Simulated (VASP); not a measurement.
Wanted: the native input for a VASP 6.6.1 run.

```
Task                   : single point
Functional             : PBE
Potentials or basis    : VASP PAW PBE potentials, release 64 (Li_sv, Cl)
Cutoff                 : 520 eV
k mesh                 : 8 × 8 × 8
Occupations            : gaussian, width 0.02 eV
Spin                   : no spin polarisation
Dipole correction      : no
Further INCAR settings : ALGO = Normal; EDIFF = 1e-06; NBANDS = 12
```

The structure of LiCl (kpbe) lies in POSCAR:

```
LiCl
1.0
    0.0000000000      2.5753068875      2.5753068875
    2.5753068875      0.0000000000      2.5753068875
    2.5753068875      2.5753068875      0.0000000000
Li Cl
1 1
Direct
    0.0000000000      0.0000000000      0.0000000000
    0.5000000000      0.5000000000      0.5000000000
```

One way to write it, as run:

INCAR

```
SYSTEM = LiCl
PREC = Accurate
ENCUT = 520
EDIFF = 1E-6
ISMEAR = 0
SIGMA = 0.02
LREAL = .FALSE.
LASPH = .TRUE.
NELM = 80
ALGO = Normal
ISIF = 2
LWAVE = .FALSE.
LCHARG = .FALSE.
GGA = PE
NBANDS = 12
```

KPOINTS

```
Automatic mesh
0
G
  8 8 8
  0 0 0
```

Potentials or basis: VASP PAW PBE potentials, release 64 (Li_sv, Cl).

Run with:

```bash
$ cat potpaw_PBE.64/Li_sv/POTCAR potpaw_PBE.64/Cl/POTCAR > POTCAR
$ mpirun -np 1 vasp_std > vasp.out
```

It gave:

The band gap on the k mesh is 6.27 eV, direct.

Run time: 18 s on 1 thread of Intel Xeon 8259CL (shared host), peak memory 0.15 GiB.
